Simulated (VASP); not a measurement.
# ZrC (P1) in VASP: a series of runs

The runs below take ZrC through single point, with PBE-based screened hybrid with 25 % exact exchange.

All numbers are computed with VASP 6.6.1; they aren't measurements. Logs are shortened: lines on timing, memory, paths and dates and some standing lists are left out, and cuts for length are marked.

## Step 1: The cell of the first run

The typed cell holds 2 atoms: a = 3.314 Å, b = 3.358 Å, c = 3.361 Å, α = 58.36°, β = 59.44°, γ = 59.68°.

## Step 2: Single point, PBE-based screened hybrid with 25 % exact exchange

File POSCAR:

```
ZrC
1.0
    0.0317580200      2.3478462000      2.3382161500
    2.4063825400      0.0277899300      2.3421842400
    2.4035244100      2.3489561500      0.0306480600
Zr C
1 1
Direct
    0.5028817700      0.4961493300      0.5063366100
    0.9971182300      0.0038506700      0.9936633900
```

File INCAR.step1:

```
SYSTEM = ZrC
ALGO     = Normal         ! electronic algorithm
EDIFF    = 1E-5           ! SCF threshold, eV
ENCUT    = 520            ! plane-wave cutoff, eV
GGA      = PE             ! functional
ISIF     = 2              ! what is computed and relaxed
ISMEAR   = -1             ! smearing method
LASPH    = .TRUE.         ! aspherical terms in the spheres
LCHARG   = .FALSE.        ! write CHGCAR
LREAL    = .FALSE.        ! projectors in reciprocal space
LWAVE    = .TRUE.         ! write WAVECAR
NBANDS   = 15             ! bands
NELM     = 100            ! most SCF steps
PREC     = Accurate       ! precision mode
SIGMA    = 0.05           ! smearing width, eV
```

File INCAR.step2:

```
SYSTEM = ZrC
AEXX     = 0.25           ! exact-exchange fraction
ALGO     = Normal         ! electronic algorithm
EDIFF    = 1E-6           ! SCF threshold, eV
ENCUT    = 520            ! plane-wave cutoff, eV
GGA      = PE             ! functional
HFSCREEN = 0.15           ! screening, 1/A
ISIF     = 2              ! what is computed and relaxed
ISMEAR   = -1             ! smearing method
ISTART   = 1            
LASPH    = .TRUE.         ! aspherical terms in the spheres
LCHARG   = .FALSE.        ! write CHGCAR
LHFCALC  = .TRUE.         ! exact exchange
LREAL    = .FALSE.        ! projectors in reciprocal space
LWAVE    = .FALSE.        ! write WAVECAR
NBANDS   = 15             ! bands
NELM     = 100            ! most SCF steps
PREC     = Accurate       ! precision mode
PRECFOCK = Normal       
SIGMA    = 0.05           ! smearing width, eV
```

File KPOINTS:

```
k-points
0
G
  5 5 5
  0 0 0
```

Potentials or basis: VASP PAW PBE potentials, release 64 (Zr_sv, C).

On the command line:

```console
cat potpaw_PBE.64/Zr_sv/POTCAR potpaw_PBE.64/C/POTCAR > POTCAR
cp INCAR.step1 INCAR
mpirun -np 1 vasp_std > vasp.out
cp INCAR.step2 INCAR
mpirun -np 1 vasp_std > vasp.out
```

OUTCAR:

```text
SYSTEM = ZrC
   AEXX = 0.25
   EDIFF = 1E-6
   ENCUT = 520
   GGA = PE
   HFSCREEN = 0.15
   ISIF = 2
   ISMEAR = -1
   ISTART = 1
   LASPH = .TRUE.
   LHFCALC = .TRUE.
   LREAL = .FALSE.
   NELM = 100
   PREC = Accurate
   PRECFOCK = Normal

 ion  position               nearest neighbor table
   1  0.503  0.496  0.506-   2 2.29   2 2.32   2 2.33   2 2.38   2 2.38   2 2.40
   2  0.997  0.004  0.994-   1 2.29   1 2.32   1 2.33   1 2.38   1 2.38   1 2.40

  LATTYP: Found a triclinic cell.
 ALAT       =     5.6868987340
 B/A-ratio  =     0.5818814204
 C/A-ratio  =     0.8210411869
 COS(alpha) =     0.0007870354
 COS(beta)  =     0.4062780789
 COS(gamma) =     0.8651037197

  Lattice vectors:

 A1 = (  -2.3689082600,  -2.3222761700,   4.6191042700)
 A2 = (  -2.3717663900,  -0.0011099500,   2.3075680900)
 A3 = (  -0.0288998900,  -4.6690124200,  -0.0266799700)

Analysis of symmetry for initial positions (statically):
=====================================================================
 Subroutine PRICEL returns:
 Original cell was already a primitive cell.

 Routine SETGRP: Setting up the symmetry group for a
 triclinic supercell.

 Subroutine GETGRP returns: Found  1 space group operations
 (whereof  1 operations were pure point group operations)
 out of a pool of  2 trial point group operations.

The static configuration has the point symmetry C_1 .

Analysis of symmetry for dynamics (positions and initial velocities):
=====================================================================
 Subroutine PRICEL returns:
 Original cell was already a primitive cell.

 Routine SETGRP: Setting up the symmetry group for a
 triclinic supercell.

 Subroutine GETGRP returns: Found  1 space group operations
 (whereof  1 operations were pure point group operations)
 out of a pool of  2 trial point group operations.

The dynamic configuration has the point symmetry C_1 .

 Subroutine INISYM returns: Found  1 space group operations
 (whereof  1 operations are pure point group operations),
 and found     1 'primitive' translations

----------------------------------------------------------------------------------------

                                     Primitive cell

  volume of cell :      25.9299

  direct lattice vectors                    reciprocal lattice vectors
     0.031758020  2.347846200  2.338216150    -0.212142600  0.214260220  0.215415151
     2.406382540  0.027789930  2.342184240     0.209040926 -0.216699112  0.214752371
     2.403524410  2.348956150  0.030648060     0.209569244  0.214125755 -0.217854045

  length of vectors
     3.313705647  3.358165604  3.360872489     0.370561212  0.369831306  0.370444992

  position of ions in fractional coordinates (direct lattice)
     0.502881770  0.496149330  0.506336610
     0.997118230  0.003850670  0.993663390

  ion indices of the primitive-cell ions
   primitive index   ion index
                 1           1
                 2           2

----------------------------------------------------------------------------------------

 KPOINTS: k-points

Automatic generation of k-mesh.
 Grid dimensions read from file:
 generate k-points for:    5    5    5

 Generating k-lattice:

  Cartesian coordinates                     Fractional coordinates (reciprocal lattice)
    -0.042428520  0.042852044  0.043083030     0.200000000  0.000000000 -0.000000000
     0.041808185 -0.043339822  0.042950474     0.000000000  0.200000000 -0.000000000
     0.041913849  0.042825151 -0.043570809     0.000000000  0.000000000  0.200000000

  Length of vectors
     0.074112242  0.073966261  0.074088998

  Shift w.r.t. Gamma in fractional coordinates (k-lattice)
     0.000000000  0.000000000  0.000000000

 Subroutine IBZKPT returns following result:
 ===========================================

 Found     63 irreducible k-points:

 Following reciprocal coordinates:
            Coordinates               Weight
  0.000000  0.000000  0.000000      1.000000
  0.200000  0.000000  0.000000      2.000000
  0.400000  0.000000  0.000000      2.000000
  0.000000  0.200000 -0.000000      2.000000
  0.200000  0.200000  0.000000      2.000000
  0.400000  0.200000  0.000000      2.000000
[... 16 lines left out ...]
 -0.200000  0.200000  0.200000      2.000000
  0.000000  0.400000  0.200000      2.000000
 [... further k-points ...]
   k-points           NKPTS =     63   k-points in BZ     NKDIM =    125   number of bands    NBANDS=     15
   number of dos      NEDOS =    301   number of ions     NIONS =      2
   total plane-waves  NPLWV =  21952
   dimension x,y,z NGX =    28 NGY =   28 NGZ =   28
   dimension x,y,z NGXF=    56 NGYF=   56 NGZF=   56
   ions per type =               1   1
   NGX,Y,Z   is equivalent  to a cutoff of  14.05, 13.86, 13.85 a.u.
   NGXF,Y,Z  is equivalent  to a cutoff of  28.09, 27.72, 27.70 a.u.
 SYSTEM =  ZrC
   PREC   = accura    normal or accurate (medium, high low for compatibility)
   ISTART =      1    job   : 0-new  1-cont  2-samecut
   ICHARG =      0    charge: 1-file 2-atom 10-const
   ISPIN  =      1    spin polarized calculation?
   LNONCOLLINEAR =      F non collinear calculations
   LSORBIT =      F    spin-orbit coupling
   LASPH  =      T    aspherical Exc in radial PAW
   ENCUT  =  520.0 eV  38.22 Ry    6.18 a.u.   6.16  6.24  6.25*2*pi/ulx,y,z
   NELM   =    100;   NELMIN=  2; NELMDL=  0     # of ELM steps
   EDIFF  = 0.1E-05   stopping-criterion for ELM
   LREAL  =      F    real-space projection
   EDIFFG = 0.1E-04   stopping-criterion for IOM
   NSW    =      0    number of steps for IOM
   IBRION =     -1    ionic relax: 0-MD 1-quasi-New 2-CG
   NFREE  =      0    steps in history (QN), initial steepest desc. (CG)
   ISIF   =      2    stress and relaxation
   ISYM   =      3    0-nonsym 1-usesym 2-fastsym
   POTIM  = 0.5000    time-step for ionic-motion
   TEBEG  =    0.0;   TEEND  =   0.0 temperature during run
   PSTRESS=    0.0 pullay stress
   NELECT =      16.0000    total number of electrons
   NUPDOWN=      -1.0000    fix difference up-down
   EMIN   =  10.00;   EMAX   =-10.00  energy-range for DOS
   EFERMI =   0.00;   METHOD = LEGACY
   ISMEAR =    -1;   SIGMA  =   0.05  broadening in eV -4-tet -1-fermi 0-gaus
   EFERMI_NEDOS =   21; number of points for ismear=-14 and -15
   IALGO  =     38    algorithm
   IMIX   =      1    mixing-type and parameters
     AMIX     =   0.40;   BMIX     =  1.00
     AMIX_MAG =   1.60;   BMIX_MAG =  1.00
  volume/ion in A,a.u.               =      12.96        87.49
  Fermi-wavevector in a.u.,A,eV,Ry     =   1.393738  2.633783 26.429402  1.942506
  Thomas-Fermi vector in A             =   2.517355
   LORBIT       =      0    0 simple, 1 ext, 2 COOP (PROOUT), +10 PAW based schemes
   GGA     = PE    functional components
   LHFCALC =     T    Hartree Fock is set to
   PRECFOCK=normal    Normal, Fast or Accurate (Low or Medium for compatibility)
   ENCUT4O =  -1.0   cutoff for four orbital integrals eV
   NKREDX  =     1    reduce k-point grid by
   NKREDY  =     1    reduce k-point grid by
   NKREDZ  =     1    reduce k-point grid by
   AEXX    =    0.2500 exact exchange contribution
   HFSCREEN=    0.1500 screening length (either q_TF or 0.3 A-1)
   HFSCREENC=   0.1500 screening length for correlation (either q_TF or 0.3 A-1)
   ENCUTFOCK=  -1.0 apply spherical cutoff to Coloumb kernel
   IVDW    =     0    specifies the selected vdW correction
   LEPSILON=     F    determine dielectric tensor
   LRPA    =     F    only Hartree local field effects (RPA)
 non-spin polarized calculation
  energy-cutoff  :      520.00
  volume of cell :       25.93
 maximum number of plane-waves:       707
 NGX is ok and might be reduce to    28
  NGX = 20; NGY = 20; NGZ = 20

 number of electron      16.0000000 magnetization

 Free energy of the ion-electron system (eV)
  ---------------------------------------------------
  ext. energy  EPLUGINS =         0.00000000
  ---------------------------------------------------
  free energy    TOTEN  =       -22.71030071 eV

  energy without entropy =      -22.70799523  energy(sigma->0) =      -22.70914797

 E-fermi :   9.3195     XC(G=0):  -9.8489

 val. band max:        9.2716317039   @ k =  -0.0000   0.4000   0.4000
 cond. band min:       9.5924632678   @ k =  -0.0000   0.4000   0.4000
 fundamental gap:      0.3208315639
 Fermi energy:         9.3195456478

 k-point     1 :       0.0000    0.0000    0.0000
  band No.  band energies     occupation
      1     -42.3051      2.00000
      2     -18.6097      2.00000
      3     -18.5908      2.00000
      4     -18.5799      2.00000
      5      -3.5961      2.00000
      6      10.2651      0.00000
      7      10.4066      0.00000
      8      10.4914      0.00000
      9      11.1316      0.00000
     10      11.2918      0.00000
     11      11.4914      0.00000
     12      12.7313      0.00000
     13      13.0789      0.00000
     14      17.8838      0.00000
     15      20.7953      0.00000

 k-point     2 :       0.2000    0.0000    0.0000
  band No.  band energies     occupation
      1     -42.2652      2.00000
      2     -18.9469      2.00000
      3     -18.6427      2.00000
      4     -18.6065      2.00000
      5      -2.6438      2.00000
      6       7.1316      2.00000
      7       7.7713      2.00000
      8       8.0602      2.00000
      9      12.1555      0.00000
     10      12.4411      0.00000
     11      12.6372      0.00000
     12      16.0630      0.00000
     13      16.4566      0.00000
     14      19.4929      0.00000
     15      23.0448      0.00000
[... 365 lines left out ...]
      3     -18.8000      2.00000
      4     -18.7377      2.00000
      5      -1.5579      2.00000
      6       4.9141      2.00000
      7       6.7775      2.00000
      8       7.7357      2.00000
      9      11.1485      0.00000
     10      15.1004      0.00000
     11      15.6135      0.00000
     12      17.1075      0.00000
     13      18.6255      0.00000
     14      21.5150      0.00000
     15      24.1564      0.00000

 k-point    24 :       0.0000    0.4000    0.2000
  band No.  band energies     occupation
      1     -42.2006      2.00000
      2     -19.2801      2.00000
      3     -18.8066      2.00000
      4     -18.7490      2.00000
      5      -1.5675      2.00000
      6       4.9812      2.00000
      7       6.8284      2.00000
      8       7.5932      2.00000
      9      11.3073      0.00000
     10      14.9646      0.00000
     11      15.5956      0.00000
     12      17.0742      0.00000
     13      18.6730      0.00000
     14      21.5324      0.00000
     15      24.1096      0.00000

 [... further k-points ...]
[... 5 lines left out ...]
  --------------------------------------------------------------------------------------
  -------------------------------------------------------------------------------------
  Total       -0.8602238      0.3106005      0.4399294     -0.3688708     -0.2597159     -0.4309151
  in kB      -53.1521964     19.1916289     27.1827103    -22.7920860    -16.0475323    -26.6257256
  external PRESSURE =      -2.2592857 kB  Pullay stress =       0.0000000 kB

 VOLUME and BASIS-vectors are now :
 -----------------------------------------------------------------------------
  energy-cutoff  :      520.00
  volume of cell :       25.93
      direct lattice vectors                 reciprocal lattice vectors
     0.031758020  2.347846200  2.338216150    -0.212142600  0.214260220  0.215415151
     2.406382540  0.027789930  2.342184240     0.209040926 -0.216699112  0.214752371
     2.403524410  2.348956150  0.030648060     0.209569244  0.214125755 -0.217854045

 POSITION                                       TOTAL-FORCE (eV/Angst)
 -----------------------------------------------------------------------------------
      2.42689      2.38384      2.35344        -0.052010     -0.147726     -0.042719
      2.42923      4.67526      2.37095         0.052010      0.147726      0.042719
 -----------------------------------------------------------------------------------
    total drift:                               -0.000029     -0.000102      0.000028

  FREE ENERGIE OF THE ION-ELECTRON SYSTEM (eV)
  ---------------------------------------------------
  free  energy   TOTEN  =       -22.7103007082 eV

  energy  without entropy=      -22.7079952308  energy(sigma->0) =      -22.70914797
```

It took 66 min on 1 thread of Intel Xeon Platinum 8259CL at 2.50GHz (Skylake/Cascade Lake), shared host; peak memory 0.28 GiB.

What came out:

```
Free energy            : -22.7103 eV
Pressure               : -0.2 GPa
Largest force          : 0.162 eV/Å
Band gap on the k mesh : zero (bands 8 and 9 overlap by 1.34 eV)
```

Forces in eV/Å, atoms in the order of the input:
```
Zr  -0.052 -0.148 -0.043
C    0.052  0.148  0.043
```

Levels at points of the mesh, in eV from the Fermi level:
```
           k point  band 6  band 7  band 8  band 9  band 10  band 11
(0.00, 0.00, 0.00)    0.95    1.09    1.17    1.81     1.97     2.17
```

Caveat: the k points lie up to 0.47 Å⁻¹ apart, too coarse for converged energies and pressures of a metal; the PAW data sets were made with another functional, which shifts forces and pressure a little.

## Step 3: Single point, PBE-based screened hybrid with 25 % exact exchange

POSCAR is that of step 2.

File INCAR.step1:

```
SYSTEM = ZrC
PREC = Accurate ; ENCUT = 520
EDIFF = 1E-5 ; ISMEAR = -1
SIGMA = 0.05 ; LREAL = .FALSE.
LASPH = .TRUE. ; NELM = 60
ALGO = Normal ; ISIF = 2
LWAVE = .TRUE. ; LCHARG = .FALSE.
NBANDS = 15 ; GGA = PE
```

File INCAR.step2:

```
SYSTEM = ZrC
PREC = Accurate ; ENCUT = 520
EDIFF = 1E-7 ; ISMEAR = -1
SIGMA = 0.05 ; LREAL = .FALSE.
LASPH = .TRUE. ; NELM = 60
ALGO = Normal ; ISIF = 2
LWAVE = .FALSE. ; LCHARG = .FALSE.
GGA = PE ; LHFCALC = .TRUE.
AEXX = 0.25 ; HFSCREEN = 0.3
PRECFOCK = Normal ; NBANDS = 15
ISTART = 1
```

File KPOINTS:

```
Automatic mesh
0
G
  5 5 5
  0 0 0
```

Potentials or basis: VASP PAW PBE potentials, release 64 (Zr_sv, C).

On the command line:

```console
cat potpaw_PBE.64/Zr_sv/POTCAR potpaw_PBE.64/C/POTCAR > POTCAR
cp INCAR.step1 INCAR
mpirun -np 1 vasp_std > vasp.out
cp INCAR.step2 INCAR
mpirun -np 1 vasp_std > vasp.out
```

It took 78 min on 1 thread of Intel Xeon Platinum 8259CL at 2.50GHz (Skylake/Cascade Lake), shared host; peak memory 0.28 GiB.

Results (log left out):

```
Free energy            : -21.7476 eV
Pressure               : 0.2 GPa
Largest force          : 0.168 eV/Å
Band gap on the k mesh : zero (bands 8 and 9 overlap by 1.19 eV)
```

Forces in eV/Å, atoms in the order of the input:
```
Zr  -0.045 -0.156 -0.044
C    0.045  0.156  0.044
```

Stress tensor (GPa, compression positive):
```
-4.92 -2.23 -2.58
-2.23  2.39 -1.54
-2.58 -1.54  3.14
```

Levels at points of the mesh, in eV from the Fermi level:
```
           k point  band 5  band 6  band 7  band 8  band 9  band 10  band 11  band 12
(0.00, 0.00, 0.00)  -12.71    0.82    0.96    1.05    1.57     1.70     1.90     3.16
```

Caveat: the k points lie up to 0.47 Å⁻¹ apart, too coarse for converged energies and pressures of a metal; the PAW data sets were made with another functional, which shifts forces and pressure a little.

The gap in the log of VASP goes by the Fermi energy; the results here count the filled bands.